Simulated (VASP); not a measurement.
# La (Fm-3m) in VASP: a series of runs

The runs below take La through single point, relaxation of cell and atoms, with PBE.

Program: VASP 6.6.1. These are calculated values, not measurements. Logs are shortened: lines on timing, memory, paths and dates and some standing lists are left out, and cuts for length are marked.

### Step 1. The cell of the first run

It takes space group Fm-3m (No. 225, cubic). Conventional cell: a = 5.282 Å, b = 5.282 Å, c = 5.282 Å, α = 90.00°, β = 90.00°, γ = 90.00°. Within 4.9 Å of La (site symmetry m-3m) lie 12 La at 3.74 Å.

This isn't the form of La at room conditions, which is double hcp.

### Step 2. Single point, PBE

INCAR reads:

```
SYSTEM = La
PREC = Accurate
ENCUT = 520
EDIFF = 1E-6
ISMEAR = -1
SIGMA = 0.08
LREAL = .False.
LASPH = .True.
NELM = 80
ALGO = Normal
ISIF = 2
LWAVE = .False.
LCHARG = .True.
GGA = PE
LELF = .True.
LVHAR = .True.
NBANDS = 12
```

KPOINTS reads:

```
regular mesh
0
Gamma
  13 13 13
  0 0 0
```

POSCAR reads:

```
La
1.0
    0.0000000000      2.6410547216      2.6410547216
    2.6410547216      0.0000000000      2.6410547216
    2.6410547216      2.6410547216      0.0000000000
La
1
Direct
    0.0000000000      0.0000000000      0.0000000000
```

Potentials or basis: VASP PAW PBE potentials, release 64 (La).

On the command line:

```sh
$ cat potpaw_PBE.64/La/POTCAR > POTCAR
$ mpirun -np 1 vasp_std > vasp.out
```

OUTCAR:

```text
SYSTEM = La
   PREC = Accurate
   ENCUT = 520
   EDIFF = 1E-6
   ISMEAR = -1
   LREAL = .False.
   LASPH = .True.
   NELM = 80
   ISIF = 2
   GGA = PE

 ion  position               nearest neighbor table
   1  0.000  0.000  0.000-

  LATTYP: Found a face centered cubic cell.
 ALAT       =     5.2821094432

  Lattice vectors:

 A1 = (   0.0000000000,   2.6410547216,   2.6410547216)
 A2 = (   2.6410547216,   0.0000000000,   2.6410547216)
 A3 = (   2.6410547216,   2.6410547216,   0.0000000000)

Analysis of symmetry for initial positions (statically):
=====================================================================
 Subroutine PRICEL returns:
 Original cell was already a primitive cell.

 Routine SETGRP: Setting up the symmetry group for a
 face centered cubic supercell.

 Subroutine GETGRP returns: Found 48 space group operations
 (whereof 48 operations were pure point group operations)
 out of a pool of 48 trial point group operations.

The static configuration has the point symmetry O_h .

Analysis of symmetry for dynamics (positions and initial velocities):
=====================================================================
 Subroutine PRICEL returns:
 Original cell was already a primitive cell.

 Routine SETGRP: Setting up the symmetry group for a
 face centered cubic supercell.

 Subroutine GETGRP returns: Found 48 space group operations
 (whereof 48 operations were pure point group operations)
 out of a pool of 48 trial point group operations.

The dynamic configuration has the point symmetry O_h .

 Subroutine INISYM returns: Found 48 space group operations
 (whereof 48 operations are pure point group operations),
 and found     1 'primitive' translations

----------------------------------------------------------------------------------------

                                     Primitive cell

  volume of cell :      36.8436

  direct lattice vectors                    reciprocal lattice vectors
     0.000000000  2.641054722  2.641054722    -0.189318304  0.189318304  0.189318304
     2.641054722  0.000000000  2.641054722     0.189318304 -0.189318304  0.189318304
     2.641054722  2.641054722  0.000000000     0.189318304  0.189318304 -0.189318304

  length of vectors
     3.735015406  3.735015406  3.735015406     0.327908921  0.327908921  0.327908921

  position of ions in fractional coordinates (direct lattice)
     0.000000000  0.000000000  0.000000000

  ion indices of the primitive-cell ions
   primitive index   ion index
                 1           1

----------------------------------------------------------------------------------------

 KPOINTS: regular mesh

Automatic generation of k-mesh.
 Grid dimensions read from file:
 generate k-points for:   13   13   13

 Generating k-lattice:

  Cartesian coordinates                     Fractional coordinates (reciprocal lattice)
    -0.014562946  0.014562946  0.014562946     0.076923077  0.000000000  0.000000000
     0.014562946 -0.014562946  0.014562946     0.000000000  0.076923077  0.000000000
     0.014562946  0.014562946 -0.014562946     0.000000000  0.000000000  0.076923077

  Length of vectors
     0.025223763  0.025223763  0.025223763

  Shift w.r.t. Gamma in fractional coordinates (k-lattice)
     0.000000000  0.000000000  0.000000000

 Subroutine IBZKPT returns following result:
 ===========================================

 Found     84 irreducible k-points:

 Following reciprocal coordinates:
            Coordinates               Weight
  0.000000  0.000000  0.000000      1.000000
  0.076923  0.000000  0.000000      8.000000
  0.153846  0.000000  0.000000      8.000000
  0.230769  0.000000  0.000000      8.000000
  0.307692  0.000000  0.000000      8.000000
  0.384615  0.000000  0.000000      8.000000
[... 16 lines left out ...]
  0.384615  0.153846  0.000000     24.000000
  0.461538  0.153846  0.000000     24.000000
 [... further k-points ...]
   k-points           NKPTS =     84   k-points in BZ     NKDIM =     84   number of bands    NBANDS=     12
   number of dos      NEDOS =    301   number of ions     NIONS =      1
   total plane-waves  NPLWV =  21952
   dimension x,y,z NGX =    28 NGY =   28 NGZ =   28
   dimension x,y,z NGXF=    56 NGYF=   56 NGZF=   56
   ions per type =               1
   NGX,Y,Z   is equivalent  to a cutoff of  12.46, 12.46, 12.46 a.u.
   NGXF,Y,Z  is equivalent  to a cutoff of  24.93, 24.93, 24.93 a.u.
 SYSTEM =  La
   PREC   = accura    normal or accurate (medium, high low for compatibility)
   ISTART =      0    job   : 0-new  1-cont  2-samecut
   ICHARG =      2    charge: 1-file 2-atom 10-const
   ISPIN  =      1    spin polarized calculation?
   LNONCOLLINEAR =      F non collinear calculations
   LSORBIT =      F    spin-orbit coupling
   LASPH  =      T    aspherical Exc in radial PAW
   ENCUT  =  520.0 eV  38.22 Ry    6.18 a.u.   6.94  6.94  6.94*2*pi/ulx,y,z
   NELM   =     80;   NELMIN=  2; NELMDL= -5     # of ELM steps
   EDIFF  = 0.1E-05   stopping-criterion for ELM
   LREAL  =      F    real-space projection
   EDIFFG = 0.1E-04   stopping-criterion for IOM
   NSW    =      0    number of steps for IOM
   IBRION =     -1    ionic relax: 0-MD 1-quasi-New 2-CG
   NFREE  =      0    steps in history (QN), initial steepest desc. (CG)
   ISIF   =      2    stress and relaxation
   ISYM   =      2    0-nonsym 1-usesym 2-fastsym
   POTIM  = 0.5000    time-step for ionic-motion
   TEBEG  =    0.0;   TEEND  =   0.0 temperature during run
   PSTRESS=    0.0 pullay stress
   NELECT =      11.0000    total number of electrons
   NUPDOWN=      -1.0000    fix difference up-down
   EMIN   =  10.00;   EMAX   =-10.00  energy-range for DOS
   EFERMI =   0.00;   METHOD = LEGACY
   ISMEAR =    -1;   SIGMA  =   0.08  broadening in eV -4-tet -1-fermi 0-gaus
   EFERMI_NEDOS =   21; number of points for ismear=-14 and -15
   IALGO  =     38    algorithm
   IMIX   =      4    mixing-type and parameters
     AMIX     =   0.40;   BMIX     =  1.00
     AMIX_MAG =   1.60;   BMIX_MAG =  1.00
  volume/ion in A,a.u.               =      36.84       248.63
  Fermi-wavevector in a.u.,A,eV,Ry     =   1.094170  2.067682 16.289018  1.197209
  Thomas-Fermi vector in A             =   2.230470
   LORBIT       =      0    0 simple, 1 ext, 2 COOP (PROOUT), +10 PAW based schemes
   GGA     = PE    functional components
   LHFCALC =     F    Hartree Fock is set to
   AEXX    =    0.0000 exact exchange contribution
   IVDW    =     0    specifies the selected vdW correction
   LEPSILON=     F    determine dielectric tensor
   LRPA    =     F    only Hartree local field effects (RPA)
 non-spin polarized calculation
  energy-cutoff  :      520.00
  volume of cell :       36.84
 maximum number of plane-waves:      1010
   NGX = 13   NGY = 13   NGZ = 13

 number of electron      10.9999999 magnetization

 Free energy of the ion-electron system (eV)
  ---------------------------------------------------
  ext. energy  EPLUGINS =         0.00000000
  ---------------------------------------------------
  free energy    TOTEN  =        -4.90082920 eV

  energy without entropy =       -4.86103041  energy(sigma->0) =       -4.88092981

 E-fermi :   7.9408     XC(G=0):  -9.5920

 val. band max:        7.9286131490   @ k =  -0.1538   0.2308   0.0769
 cond. band min:       7.9480694845   @ k =  -0.2308   0.3077   0.0769
 fundamental gap:      0.0194563355
 Fermi energy:         7.9407615553

 k-point     1 :       0.0000    0.0000    0.0000
  band No.  band energies     occupation
      1     -24.9041      2.00000
      2      -7.8843      2.00000
      3      -7.8843      2.00000
      4      -7.8843      2.00000
      5       4.7706      2.00000
      6       9.2625      0.00000
      7       9.4383      0.00000
      8       9.4383      0.00000
      9       9.4383      0.00000
     10       9.7693      0.00000
     11       9.7693      0.00000
     12       9.7693      0.00000

 k-point     2 :       0.0769    0.0000    0.0000
  band No.  band energies     occupation
      1     -24.8929      2.00000
      2      -7.9764      2.00000
      3      -7.8950      2.00000
      4      -7.8950      2.00000
      5       4.9496      2.00000
      6       8.9093      0.00001
      7       9.4604      0.00000
      8       9.4604      0.00000
      9       9.6748      0.00000
     10       9.7705      0.00000
     11       9.7705      0.00000
     12       9.8107      0.00000

 k-point     3 :       0.1538    0.0000    0.0000
  band No.  band energies     occupation
      1     -24.8616      2.00000
      2      -8.2229      2.00000
      3      -7.9244      2.00000
      4      -7.9244      2.00000
      5       5.4209      2.00000
      6       8.5394      0.00113
      7       9.4925      0.00000
      8       9.4925      0.00000
      9       9.6485      0.00000
     10       9.7748      0.00000
     11       9.7748      0.00000
     12      10.0520      0.00000
[... 286 lines left out ...]
 k-point    23 :       0.3846    0.1538    0.0000
  band No.  band energies     occupation
      1     -24.7290      2.00000
      2      -8.9502      2.00000
      3      -8.1640      2.00000
      4      -8.1321      2.00000
      5       6.7366      2.00000
      6       8.2002      0.07512
      7       8.6674      0.00023
      8       9.6284      0.00000
      9       9.8438      0.00000
     10       9.8734      0.00000
     11       9.9323      0.00000
     12      10.1871      0.00000

 k-point    24 :       0.4615    0.1538    0.0000
  band No.  band energies     occupation
      1     -24.6972      2.00000
      2      -9.1292      2.00000
      3      -8.2339      2.00000
      4      -8.1419      2.00000
      5       6.7481      2.00000
      6       8.2274      0.05405
      7       9.0666      0.00000
      8       9.5645      0.00000
      9       9.8403      0.00000
     10       9.8476      0.00000
     11       9.9713      0.00000
     12      10.2145      0.00000

 [... further k-points ...]

------------------------ aborting loop because EDIFF is reached ----------------------------------------

  FORCE on cell =-STRESS in cart. coord.  units (eV):
  Direction    XX          YY          ZZ          XY          YZ          ZX
  --------------------------------------------------------------------------------------
  -------------------------------------------------------------------------------------
  Total        0.0184955      0.0184955      0.0184955      0.0000000      0.0000000      0.0000000
  in kB        0.8042954      0.8042954      0.8042954      0.0000000      0.0000000      0.0000000
  external PRESSURE =       0.8042954 kB  Pullay stress =       0.0000000 kB

 VOLUME and BASIS-vectors are now :
 -----------------------------------------------------------------------------
  energy-cutoff  :      520.00
  volume of cell :       36.84
      direct lattice vectors                 reciprocal lattice vectors
     0.000000000  2.641054722  2.641054722    -0.189318304  0.189318304  0.189318304
     2.641054722  0.000000000  2.641054722     0.189318304 -0.189318304  0.189318304
     2.641054722  2.641054722  0.000000000     0.189318304  0.189318304 -0.189318304

 POSITION                                       TOTAL-FORCE (eV/Angst)
 -----------------------------------------------------------------------------------
      0.00000      0.00000      0.00000        -0.000000     -0.000000      0.000000
 -----------------------------------------------------------------------------------
    total drift:                                0.000000      0.000000      0.000000

  FREE ENERGIE OF THE ION-ELECTRON SYSTEM (eV)
  ---------------------------------------------------
  free  energy   TOTEN  =        -4.9008291997 eV

  energy  without entropy=       -4.8610304104  energy(sigma->0) =       -4.88092981
```

Run time: 71 s. Hardware: 1 thread of Intel Xeon 8259CL, shared host; peak memory 0.2 GiB.

Results:

| Property | Result |
| --- | --- |
| Free energy | -4.9008 eV |
| Pressure | 0.1 GPa |
| Band gap on the k mesh | zero (an odd number of electrons rules out a gap without spin polarisation) |

Caveat: spin-orbit coupling is left out, which moves the levels of the heavy elements.

### Step 3. Relaxation of cell and atoms, PBE

This run uses another cell than the first one, of 28.61 Å³/atom.

INCAR reads:

```
  PREC = Accurate
  ENCUT = 600
  EDIFF = 1E-6
  ISMEAR = -1
  SIGMA = 0.08
  LREAL = F
  LASPH = T
  NELM = 60
  ALGO = Normal
  ISIF = 3
  LWAVE = F
  LCHARG = F
  GGA = PE
  IBRION = 2
  NSW = 100
  EDIFFG = -0.005
```

KPOINTS reads:

```
regular mesh
0
Gamma
  13 13 13
```

POSCAR reads:

```
La
1.0
    0.0000000000      2.4275564634      2.4275564634
    2.4275564634      0.0000000000      2.4275564634
    2.4275564634      2.4275564634      0.0000000000
La
1
Direct
    0.0000000000      0.0000000000      0.0000000000
```

Potentials or basis: VASP PAW PBE potentials, release 64 (La).

On the command line:

```sh
$ cat potpaw_PBE.64/La/POTCAR > POTCAR
$ mpirun -np 1 vasp_std > vasp.out
```

OUTCAR:

```text
PREC = Accurate
   ENCUT = 600
   EDIFF = 1E-6
   ISMEAR = -1
   LREAL = F
   LASPH = T
   NELM = 60
   ISIF = 3
   GGA = PE
   IBRION = 2
   NSW = 100
   EDIFFG = -0.005

 ion  position               nearest neighbor table
   1  0.000  0.000  0.000-

  LATTYP: Found a face centered cubic cell.
 ALAT       =     4.8551129268

  Lattice vectors:

 A1 = (   0.0000000000,   2.4275564634,   2.4275564634)
 A2 = (   2.4275564634,   0.0000000000,   2.4275564634)
 A3 = (   2.4275564634,   2.4275564634,   0.0000000000)

Analysis of symmetry for initial positions (statically):
=====================================================================
 Subroutine PRICEL returns:
 Original cell was already a primitive cell.

 Routine SETGRP: Setting up the symmetry group for a
 face centered cubic supercell.

 Subroutine GETGRP returns: Found 48 space group operations
 (whereof 48 operations were pure point group operations)
 out of a pool of 48 trial point group operations.

The static configuration has the point symmetry O_h .

Analysis of symmetry for dynamics (positions and initial velocities):
=====================================================================
 Subroutine PRICEL returns:
 Original cell was already a primitive cell.

[... 140 lines left out ...]
 maximum number of plane-waves:       969
   NGX = 13   NGY = 13   NGZ = 13

--------------------------------------- Ionic step        1  -------------------------------------------

 number of electron      11.0000000 magnetization

 Free energy of the ion-electron system (eV)
  ---------------------------------------------------
  ext. energy  EPLUGINS =         0.00000000
  ---------------------------------------------------
  free energy    TOTEN  =        -4.70354617 eV

  energy without entropy =       -4.67537306  energy(sigma->0) =       -4.68945962

 E-fermi :  10.6481     XC(G=0): -10.6761

 val. band max:       10.6315378568   @ k =   0.3077   0.1538   0.0000
 cond. band min:      10.6698034879   @ k =   0.2308   0.1538   0.0769
 fundamental gap:      0.0382656311
 Fermi energy:        10.6480511102

 k-point     1 :       0.0000    0.0000    0.0000
  band No.  band energies     occupation
      1     -22.0281      2.00000
      2      -4.2482      2.00000
      3      -4.2482      2.00000
      4      -4.2482      2.00000
      5       7.9733      2.00000
      6      12.0639      0.00000
      7      12.3235      0.00000
      8      12.3235      0.00000
      9      12.3235      0.00000
[... 380 lines left out ...]
--------------------------------------- Ionic step        4  -------------------------------------------

 number of electron      10.9999999 magnetization

 Free energy of the ion-electron system (eV)
  ---------------------------------------------------
  ext. energy  EPLUGINS =         0.00000000
  ---------------------------------------------------
  free energy    TOTEN  =        -4.90041292 eV

  energy without entropy =       -4.86048458  energy(sigma->0) =       -4.88044875

 E-fermi :   7.9139     XC(G=0):  -9.5807

 val. band max:        7.9032430458   @ k =  -0.1538   0.2308   0.0769
 cond. band min:       7.9178108943   @ k =  -0.2308   0.3077   0.0769
 fundamental gap:      0.0145678485
 Fermi energy:         7.9139281652

 k-point     1 :       0.0000    0.0000    0.0000
  band No.  band energies     occupation
      1     -24.9348      2.00000
      2      -7.9204      2.00000
      3      -7.9204      2.00000
      4      -7.9204      2.00000
      5       4.7419      2.00000
      6       9.2335      0.00000
      7       9.4095      0.00000
      8       9.4095      0.00000
      9       9.4095      0.00000
[... 304 lines left out ...]
  FREE ENERGIE OF THE ION-ELECTRON SYSTEM (eV)
  ---------------------------------------------------
  free  energy   TOTEN  =        -4.9004129161 eV

  energy  without entropy=       -4.8604845831  energy(sigma->0) =       -4.88044875

 reached required accuracy - stopping structural energy minimisation
```

CONTCAR:

```text
La
   1.00000000000000
     0.0000000000000000    2.6434920119669401    2.6434920119669401
     2.6434920119669401   -0.0000000000000000    2.6434920119669401
     2.6434920119669401    2.6434920119669401    0.0000000000000000
  La
     1
Direct
     0.0000000000000000    0.0000000000000000    0.0000000000000000

  0.00000000E+00  0.00000000E+00  0.00000000E+00
```

It took 1.9 min on 1 thread of Intel Xeon 8259CL, shared host; peak memory 0.2 GiB.

Results:

```yaml
Free_energy: -4.9004 eV
Relaxed_volume: 36.95 Å³/atom
Relaxed_cell: a = 3.738 Å, b = 3.738 Å, c = 3.738 Å, α = 60.00°, β = 60.00°, γ = 60.00°
Space_group_after_relaxing_to_0.1_Å: Fm-3m (No. 225)
Energy_gained_by_relaxing: 196.9 meV/atom
Ionic_steps: 4
Pressure_after_relaxing: 0.0 GPa
Band_gap_on_the_k_mesh: zero (an odd number of electrons rules out a gap without spin polarisation)
```

The path:
| step | energy change (eV) | largest force (eV/Å) | pressure (GPa) | volume (Å³) |
| --- | --- | --- | --- | --- |
| 1 | 0.0000 | 0.0000 | 9.16 | 28.61 |
| 2 | -0.1947 | 0.0000 | 0.68 | 35.94 |
| 3 | -0.1968 | 0.0000 | -0.14 | 37.16 |
| 4 | -0.1969 | 0.0000 | 0.02 | 36.95 |

Final structure:
```
La
1.0
     0.00000    2.64349    2.64349
     2.64349    0.00000    2.64349
     2.64349    2.64349    0.00000
La
1
Direct
  0.00000 0.00000 0.00000
```

Caveat: the volume moved by over 15 % at a fixed basis, so the end points are rough; spin-orbit coupling is left out, which moves the levels of the heavy elements.
